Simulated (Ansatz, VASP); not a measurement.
**One calculation of GeCN2, two programs**

File INCAR:

```
SYSTEM = GeCN2
PREC     = Accurate       ! precision mode
ENCUT    = 520            ! plane-wave cutoff, eV
EDIFF    = 1E-7           ! SCF threshold, eV
ISMEAR   = 0              ! smearing method
SIGMA    = 0.05           ! smearing width, eV
LREAL    = .False.        ! projectors in reciprocal space
LASPH    = .True.         ! aspherical terms in the spheres
NELM     = 100            ! most SCF steps
ALGO     = Normal         ! electronic algorithm
ISIF     = 2              ! what is computed and relaxed
LWAVE    = .False.        ! write WAVECAR
LCHARG   = .True.         ! write CHGCAR
LELF     = .True.         ! ELF
LVHAR    = .True.       
NBANDS   = 22             ! bands
```

The input KPOINTS:

```
regular mesh
0
Gamma
  12 12 12
  0 0 0
```

File POSCAR:

```
GeCN2
1.0
    1.7712407692      1.0226263349      4.5961012602
   -1.7712407692      1.0226263349      4.5961012602
    0.0000000000     -2.0452526698      4.5961012602
Ge C N
1 1 2
Direct
    0.0000000000      0.0000000000      0.0000000000
    0.5000000000      0.5000000000      0.5000000000
    0.4155196828      0.4155196828      0.4155196828
    0.5844803172      0.5844803172      0.5844803172
```

Input for Ansatz:

```yaml
crystal:
  lattice:
    - [1.7712407692, 1.0226263349, 4.5961012602]
    - [-1.7712407692, 1.0226263349, 4.5961012602]
    - [0.0, -2.0452526698, 4.5961012602]
  atoms:
    - { symbol: Ge, position: [0.0, 0.0, 0.0] }
    - { symbol: C, position: [0.5, 0.5, 0.5] }
    - { symbol: "N", position: [0.4155196828, 0.4155196828, 0.4155196828] }
    - { symbol: "N", position: [0.5844803172, 0.5844803172, 0.5844803172] }
basis:
  ecutwfc: 420
kpoints:
  mp_grid: { grid: [12, 12, 12] }
hamiltonian:
  xc: lda
scf:
  occupations: { method: gaussian, width: 0.05 }
output:
  forces: true
  stress: true
  eigenvalues: true
```

Alike in both runs: task single point; functional LDA; k mesh 12 × 12 × 12; occupations gaussian, width 0.05 eV; no spin polarisation.

|  | VASP | Ansatz |
| --- | --- | --- |
| version | VASP 6.6.1 | Ansatz 0.2.0 |
| potentials or method | VASP PAW LDA potentials, release 64 (Ge_d, C, N), cutoff 520 eV | scalar-relativistic, plane waves, PAW |
| valence electrons in the cell | 28 | 28 |

```csv
,VASP,Ansatz,Ansatz less VASP
gap on the k mesh at the Fermi level (eV),0.29,0.31,+0.024
least direct gap on the mesh (eV),1.06,1.11,+0.053
pressure (GPa),17.4,16.7,-0.65
"traceless stress, the component that is largest in VASP (GPa)",37.73,36.29,-1.443
rms of the force components (eV/Å),2.700,2.591,-0.1094
```

LDA's correlation is that of Perdew and Zunger in VASP and of Perdew and Wang (1992) in Ansatz. Atom by atom the forces differ by 0.109 eV/Å (rms over components).

Noted on VASP's run: the standard files for N, O and F lose accuracy on very short bonds.
